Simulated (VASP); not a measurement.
# Sb (P6/mmm) in VASP: further runs

Sb is run at these levels: PBE; tasks: relaxation of cell and atoms, single point.

Program: VASP 6.6.1. These are calculated values, not measurements. Logs are shortened: lines on timing, memory, paths and dates and some standing lists are left out, and cuts for length are marked.

## Step 1: The cell of the first run

The structure is hexagonal, space group P6/mmm (No. 191). Conventional cell: a = 3.295 Å, b = 3.295 Å, c = 3.097 Å, α = 90.00°, β = 90.00°, γ = 120.00°. Within 4.1 Å of Sb (site symmetry 6/mmm) lie 8 Sb at 3.10 to 3.29 Å.

## Step 2: Relaxation of cell and atoms, PBE

The input, INCAR:

```
SYSTEM = Sb
ALGO = Normal ; EDIFF = 1E-6
EDIFFG = -0.005 ; ENCUT = 600
GGA = PE ; IBRION = 2
ISIF = 3 ; ISMEAR = -1
LASPH = .TRUE. ; LCHARG = .FALSE.
LREAL = .FALSE. ; LWAVE = .FALSE.
NELM = 60 ; NSW = 60
PREC = Accurate ; SIGMA = 0.05
```

The input, KPOINTS:

```
k-points
0
G
  13 13 12
  0 0 0
```

The input, POSCAR:

```
Sb
1.0
    3.2949156045      0.0000000000      0.0000000000
   -1.6474578022      2.8534806168      0.0000000000
    0.0000000000      0.0000000000      3.0972206682
Sb
1
Direct
    0.0000000000      0.0000000000      0.0000000000
```

Potentials or basis: VASP PAW PBE potentials, release 64 (Sb).

On the command line:

```sh
$ cat potpaw_PBE.64/Sb/POTCAR > POTCAR
$ mpirun -np 1 vasp_std > vasp.out
```

OUTCAR:

```text
SYSTEM = Sb
   EDIFF = 1E-6
   EDIFFG = -0.005
   ENCUT = 600
   GGA = PE
   IBRION = 2
   ISIF = 3
   ISMEAR = -1
   LASPH = .TRUE.
   LREAL = .FALSE.
   NELM = 60
   NSW = 60
   PREC = Accurate

 ion  position               nearest neighbor table
   1  0.000  0.000  0.000-

  LATTYP: Found a hexagonal cell.
 ALAT       =     3.2949156045
 C/A-ratio  =     0.9400000000

  Lattice vectors:

 A1 = (   3.2949156045,   0.0000000000,   0.0000000000)
 A2 = (  -1.6474578022,   2.8534806168,   0.0000000000)
 A3 = (   0.0000000000,   0.0000000000,   3.0972206682)

Analysis of symmetry for initial positions (statically):
=====================================================================
 Subroutine PRICEL returns:
 Original cell was already a primitive cell.

 Routine SETGRP: Setting up the symmetry group for a
 hexagonal supercell.

 Subroutine GETGRP returns: Found 24 space group operations
 (whereof 24 operations were pure point group operations)
 out of a pool of 24 trial point group operations.

The static configuration has the point symmetry D_6h.

Analysis of symmetry for dynamics (positions and initial velocities):
=====================================================================
 Subroutine PRICEL returns:
 Original cell was already a primitive cell.

 Routine SETGRP: Setting up the symmetry group for a
 hexagonal supercell.

 Subroutine GETGRP returns: Found 24 space group operations
 (whereof 24 operations were pure point group operations)
 out of a pool of 24 trial point group operations.

The dynamic configuration has the point symmetry D_6h.

 Subroutine INISYM returns: Found 24 space group operations
 (whereof 24 operations are pure point group operations),
 and found     1 'primitive' translations

----------------------------------------------------------------------------------------

                                     Primitive cell

  volume of cell :      29.1200

  direct lattice vectors                    reciprocal lattice vectors
     3.294915604  0.000000000  0.000000000     0.303497910  0.175224600  0.000000000
    -1.647457802  2.853480617  0.000000000     0.000000000  0.350449200  0.000000000
     0.000000000  0.000000000  3.097220668     0.000000000  0.000000000  0.322870117

  length of vectors
     3.294915604  3.294915604  3.097220668     0.350449200  0.350449200  0.322870117

  position of ions in fractional coordinates (direct lattice)
     0.000000000  0.000000000  0.000000000

  ion indices of the primitive-cell ions
   primitive index   ion index
                 1           1

----------------------------------------------------------------------------------------

 KPOINTS: k-points

Automatic generation of k-mesh.
 Grid dimensions read from file:
 generate k-points for:   13   13   12

 Generating k-lattice:

  Cartesian coordinates                     Fractional coordinates (reciprocal lattice)
     0.023345993  0.013478815  0.000000000     0.076923077  0.000000000  0.000000000
     0.000000000  0.026957631  0.000000000     0.000000000  0.076923077  0.000000000
     0.000000000  0.000000000  0.026905843     0.000000000  0.000000000  0.083333333

  Length of vectors
     0.026957631  0.026957631  0.026905843

  Shift w.r.t. Gamma in fractional coordinates (k-lattice)
     0.000000000  0.000000000  0.000000000

 Subroutine IBZKPT returns following result:
 ===========================================

 Found    147 irreducible k-points:

 Following reciprocal coordinates:
            Coordinates               Weight
  0.000000  0.000000  0.000000      1.000000
  0.076923  0.000000  0.000000      6.000000
  0.153846  0.000000  0.000000      6.000000
  0.230769  0.000000  0.000000      6.000000
  0.307692  0.000000  0.000000      6.000000
  0.384615  0.000000  0.000000      6.000000
[... 16 lines left out ...]
  0.076923  0.000000  0.083333     12.000000
  0.153846  0.000000  0.083333     12.000000
 [... further k-points ...]
   k-points           NKPTS =    147   k-points in BZ     NKDIM =    147   number of bands    NBANDS=      6
   number of dos      NEDOS =    301   number of ions     NIONS =      1
   total plane-waves  NPLWV =  21952
   dimension x,y,z NGX =    28 NGY =   28 NGZ =   28
   dimension x,y,z NGXF=    56 NGYF=   56 NGZF=   56
   ions per type =               1
   NGX,Y,Z   is equivalent  to a cutoff of  14.13, 14.13, 15.03 a.u.
   NGXF,Y,Z  is equivalent  to a cutoff of  28.25, 28.25, 30.06 a.u.
 SYSTEM =  Sb
   PREC   = accura    normal or accurate (medium, high low for compatibility)
   ISTART =      0    job   : 0-new  1-cont  2-samecut
   ICHARG =      2    charge: 1-file 2-atom 10-const
   ISPIN  =      1    spin polarized calculation?
   LNONCOLLINEAR =      F non collinear calculations
   LSORBIT =      F    spin-orbit coupling
   LASPH  =      T    aspherical Exc in radial PAW
   ENCUT  =  600.0 eV  44.10 Ry    6.64 a.u.   6.58  6.58  6.19*2*pi/ulx,y,z
   NELM   =     60;   NELMIN=  2; NELMDL= -5     # of ELM steps
   EDIFF  = 0.1E-05   stopping-criterion for ELM
   LREAL  =      F    real-space projection
   EDIFFG = -.5E-02   stopping-criterion for IOM
   NSW    =     60    number of steps for IOM
   IBRION =      2    ionic relax: 0-MD 1-quasi-New 2-CG
   NFREE  =      1    steps in history (QN), initial steepest desc. (CG)
   ISIF   =      3    stress and relaxation
   ISYM   =      2    0-nonsym 1-usesym 2-fastsym
   POTIM  = 0.5000    time-step for ionic-motion
   TEBEG  =    0.0;   TEEND  =   0.0 temperature during run
   PSTRESS=    0.0 pullay stress
   NELECT =       5.0000    total number of electrons
   NUPDOWN=      -1.0000    fix difference up-down
   EMIN   =  10.00;   EMAX   =-10.00  energy-range for DOS
   EFERMI =   0.00;   METHOD = LEGACY
   ISMEAR =    -1;   SIGMA  =   0.05  broadening in eV -4-tet -1-fermi 0-gaus
   EFERMI_NEDOS =   21; number of points for ismear=-14 and -15
   IALGO  =     38    algorithm
   IMIX   =      4    mixing-type and parameters
     AMIX     =   0.40;   BMIX     =  1.00
     AMIX_MAG =   1.60;   BMIX_MAG =  1.00
  volume/ion in A,a.u.               =      29.12       196.51
  Fermi-wavevector in a.u.,A,eV,Ry     =   0.909915  1.719491 11.264891  0.827946
  Thomas-Fermi vector in A             =   2.034016
   LORBIT       =      0    0 simple, 1 ext, 2 COOP (PROOUT), +10 PAW based schemes
   GGA     = PE    functional components
   LHFCALC =     F    Hartree Fock is set to
   AEXX    =    0.0000 exact exchange contribution
   IVDW    =     0    specifies the selected vdW correction
   LEPSILON=     F    determine dielectric tensor
   LRPA    =     F    only Hartree local field effects (RPA)
 conjugate gradient relaxation of ions
 non-spin polarized calculation
  energy-cutoff  :      600.00
  volume of cell :       29.12
 maximum number of plane-waves:      1002
 NGX is ok and might be reduce to    28

--------------------------------------- Ionic step        1  -------------------------------------------

 number of electron       5.0000000 magnetization

 Free energy of the ion-electron system (eV)
  ---------------------------------------------------
  ext. energy  EPLUGINS =         0.00000000
  ---------------------------------------------------
  free energy    TOTEN  =        -3.99581158 eV

  energy without entropy =       -3.99162668  energy(sigma->0) =       -3.99371913

------------------------ aborting loop because EDIFF is reached ----------------------------------------

  FORCE on cell =-STRESS in cart. coord.  units (eV):
  Direction    XX          YY          ZZ          XY          YZ          ZX
  --------------------------------------------------------------------------------------
  -------------------------------------------------------------------------------------
  Total       -0.0779575     -0.0779575      0.1863755     -0.0000000     -0.0000000      0.0000000
  in kB       -4.2892071     -4.2892071     10.2543491     -0.0000000     -0.0000000      0.0000000
  external PRESSURE =       0.5586450 kB  Pullay stress =       0.0000000 kB
[... 195 lines left out ...]
  energy  without entropy=       -3.9931106913  energy(sigma->0) =       -3.99502328

--------------------------------------- Ionic step        7  -------------------------------------------

 number of electron       5.0000000 magnetization

 Free energy of the ion-electron system (eV)
  ---------------------------------------------------
  ext. energy  EPLUGINS =         0.00000000
  ---------------------------------------------------
  free energy    TOTEN  =        -3.99693499 eV

  energy without entropy =       -3.99311086  energy(sigma->0) =       -3.99502292

 E-fermi :   7.4684     XC(G=0):  -9.8001

 val. band max:        7.4683807151   @ k =   0.1538   0.1538   0.2500
 cond. band min:       7.4792091002   @ k =   0.2308   0.2308   0.3333
 fundamental gap:      0.0108283851
 Fermi energy:         7.4683889924

 k-point     1 :       0.0000    0.0000    0.0000
  band No.  band energies     occupation
      1      -4.9926      2.00000
      2      10.4641      0.00000
      3      11.9487      0.00000
      4      11.9487      0.00000
      5      14.2342      0.00000
      6      17.1335      0.00000

 k-point     2 :       0.0769    0.0000    0.0000
  band No.  band energies     occupation
      1      -4.8863      2.00000
      2      10.5693      0.00000
      3      10.9363      0.00000
      4      11.6588      0.00000
      5      14.4124      0.00000
      6      16.2449      0.00000
[... 190 lines left out ...]
 k-point    24 :       0.1538    0.0000    0.0833
  band No.  band energies     occupation
      1      -4.4712      2.00000
      2       9.0471      0.00000
      3       9.7345      0.00000
      4      11.0993      0.00000
      5      15.1006      0.00000
      6      16.1579      0.00000

 [... further k-points ...]
[... 5 lines left out ...]
  --------------------------------------------------------------------------------------
  -------------------------------------------------------------------------------------
  Total        0.0010525      0.0010525     -0.0030467      0.0000000     -0.0000000      0.0000000
  in kB        0.0578592      0.0578592     -0.1674953      0.0000000     -0.0000000      0.0000000
  external PRESSURE =      -0.0172590 kB  Pullay stress =       0.0000000 kB
[... 16 lines left out ...]
  FREE ENERGIE OF THE ION-ELECTRON SYSTEM (eV)
  ---------------------------------------------------
  free  energy   TOTEN  =        -3.9969349871 eV

  energy  without entropy=       -3.9931108611  energy(sigma->0) =       -3.99502292

 reached required accuracy - stopping structural energy minimisation
```

It took 35 s on 1 thread of Intel Xeon 6975P-C (Granite Rapids), shared host; peak memory 0.19 GiB.

What came out:

| Property | Result |
| --- | --- |
| Free energy | -3.9969 eV |
| Relaxed volume | 29.14 Å³/atom |
| Relaxed cell | a = 3.282 Å, b = 3.282 Å, c = 3.124 Å, α = 90.00°, β = 90.00°, γ = 120.00° |
| Space group after relaxing (to 0.05 Å) | P6/mmm (No. 191) |
| Energy gained by relaxing | 1.1 meV/atom |
| Ionic steps | 7 |
| Pressure after relaxing | 0.0 GPa |

The path:
```
step  energy change (eV)  largest force (eV/Å)  pressure (GPa)  volume (Å³)
   1              0.0000                0.0000            0.06        29.12
   2             -0.0011                0.0000           -0.05        29.16
   3             -0.0011                0.0000           -0.05        29.16
   4             -0.0011                0.0000           -0.05        29.16
   5             -0.0011                0.0000            0.02        29.12
   6             -0.0011                0.0000            0.02        29.14
   7             -0.0011                0.0000            0.00        29.14
```

Final structure:
```cif
data_structure
_symmetry_space_group_name_H-M 'P 1'
_symmetry_Int_Tables_number 1
_cell_length_a 3.2822
_cell_length_b 3.2822
_cell_length_c 3.1239
_cell_angle_alpha 90.000
_cell_angle_beta 90.000
_cell_angle_gamma 120.000
_cell_volume 29.14
loop_
_atom_site_label
_atom_site_type_symbol
_atom_site_fract_x
_atom_site_fract_y
_atom_site_fract_z
_atom_site_occupancy
Sb1 Sb 0.00000 0.00000 0.00000 1
```

Levels at points of the mesh, in eV from the Fermi level:
```csv
k point,band 1,band 2,band 3,band 4,band 5,band 6
"(0.00, 0.00, 0.00)",-12.46,3.00,4.48,4.48,6.77,9.67
"(0.00, 0.00, 0.50)",-10.13,-5.65,6.41,6.41,11.42,11.83
```

Caveat: spin-orbit coupling is left out, which moves the levels of the heavy elements.

## Step 3: Single point, PBE

This run uses another cell than the first one, of 11.66 Å³/atom, 0.401 times its volume.

The input, INCAR:

```
PREC = Accurate ; ENCUT = 520
EDIFF = 1E-6 ; ISMEAR = -1
SIGMA = 0.05 ; LREAL = F
LASPH = T ; NELM = 60
ALGO = Normal ; ISIF = 2
LWAVE = F ; LCHARG = F
GGA = PE ; NBANDS = 8
```

The input, KPOINTS:

```
regular mesh
0
Gamma
  13 13 12
```

The input, POSCAR:

```
Sb
1.0
    2.4295958202      0.0000000000      0.0000000000
   -1.2147979101      2.1040917012      0.0000000000
    0.0000000000      0.0000000000      2.2815411329
Sb
1
Direct
    0.0000000000      0.0000000000      0.0000000000
```

Potentials or basis: VASP PAW PBE potentials, release 64 (Sb).

On the command line:

```sh
$ cat potpaw_PBE.64/Sb/POTCAR > POTCAR
$ mpirun -np 1 vasp_std > vasp.out
```

It took 15 s on 1 thread of Intel Xeon 8259CL, shared host; peak memory 0.13 GiB.

It converged, with:

```
Free energy : 5.8891 eV
Pressure    : 421.1 GPa
```

Stress tensor (GPa, compression positive):
```
424.66   0.00   0.00
  0.00 424.66   0.00
  0.00   0.00 413.93
```

Levels at points of the mesh, in eV from the Fermi level:
| k point | band 1 | band 2 | band 3 | band 4 | band 5 |
| --- | --- | --- | --- | --- | --- |
| (0.00, 0.00, 0.00) | -24.11 | 4.84 | 7.35 | 9.21 | 10.05 |
| (0.00, 0.00, 0.50) | -15.91 | -15.17 | 10.85 | 12.83 | 15.02 |

Caveat: spin-orbit coupling is left out, which moves the levels of the heavy elements.

## Step 4: Single point, PBE

The input, INCAR:

```
SYSTEM = Sb
PREC     = Accurate       ! precision mode
ENCUT    = 520            ! plane-wave cutoff, eV
EDIFF    = 1E-6           ! SCF threshold, eV
ISMEAR   = -1             ! smearing method
SIGMA    = 0.05           ! smearing width, eV
LREAL    = .False.        ! projectors in reciprocal space
LASPH    = .True.         ! aspherical terms in the spheres
NELM     = 100            ! most SCF steps
ALGO     = Normal         ! electronic algorithm
ISIF     = 2              ! what is computed and relaxed
LWAVE    = .False.        ! write WAVECAR
LCHARG   = .False.        ! write CHGCAR
GGA      = PE             ! functional
NBANDS   = 8              ! bands
```

The input, KPOINTS:

```
Automatic mesh
0
Gamma
  13 13 12
  0 0 0
```

POSCAR is that of step 3.

On the command line:

```sh
$ cat potpaw_PBE.64/Sb/POTCAR > POTCAR
$ mpirun -np 1 vasp_std > vasp.out
```

It took 15 s on 1 thread of Intel Xeon 8259CL, shared host; peak memory 0.12 GiB.

It converged, with:

```yaml
Free_energy: 5.8891 eV
Pressure: 421.1 GPa
```

Stress tensor (GPa, compression positive):
```
424.66   0.00   0.00
  0.00 424.66   0.00
  0.00   0.00 413.93
```

Levels at points of the mesh, in eV from the Fermi level:
| k point | band 1 | band 2 | band 3 | band 4 | band 5 |
| --- | --- | --- | --- | --- | --- |
| (0.00, 0.00, 0.00) | -24.11 | 4.84 | 7.35 | 9.21 | 10.05 |
| (0.00, 0.00, 0.50) | -15.91 | -15.17 | 10.85 | 12.83 | 15.02 |

Caveat: spin-orbit coupling is left out, which moves the levels of the heavy elements.
